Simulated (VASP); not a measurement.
A run of VASP 6.6.1 is set up as follows.

The input INCAR:

```
ALGO = Normal
EDIFF = 1E-7
ENCUT = 520
GGA = PE
ISIF = 2
ISMEAR = 0
ISPIN = 2
LASPH = True
LCHARG = True
LELF = True
LORBIT = 11
LREAL = False
LVHAR = True
LWAVE = False
MAGMOM = 0 0 0 0 1
NBANDS = 33
NELM = 150
PREC = Accurate
SIGMA = 0.1
```

Contents of KPOINTS:

```
k-points
0
Gamma
  4 4 4
```

File POSCAR:

```
Rb4O
1.0
   -3.5673991500      3.5673991500      3.5673991500
    3.5673991500     -3.5673991500      3.5673991500
    3.5673991500      3.5673991500     -3.5673991500
Rb O
4 1
Direct
    0.0000000000      0.0000000000      0.5000000000
    0.5000000000      0.0000000000      0.0000000000
    0.0000000000      0.5000000000      0.0000000000
    0.5000000000      0.5000000000      0.5000000000
    0.0000000000      0.0000000000      0.0000000000
```

Potentials or basis: VASP PAW PBE potentials, release 64 (Rb_sv, O).

Launch:

```bash
$ cat potpaw_PBE.64/Rb_sv/POTCAR potpaw_PBE.64/O/POTCAR > POTCAR
$ mpirun -np 1 vasp_std > vasp.out
```

**Question.** Predict the pressure.

**Answer.** 2.2 GPa.

**Question.** What does it give for the net moment?

**Answer.** 0.00 μB per cell.

**Question.** Predict the band gap on the k mesh.

**Answer.** Zero (filled and empty bands overlap).
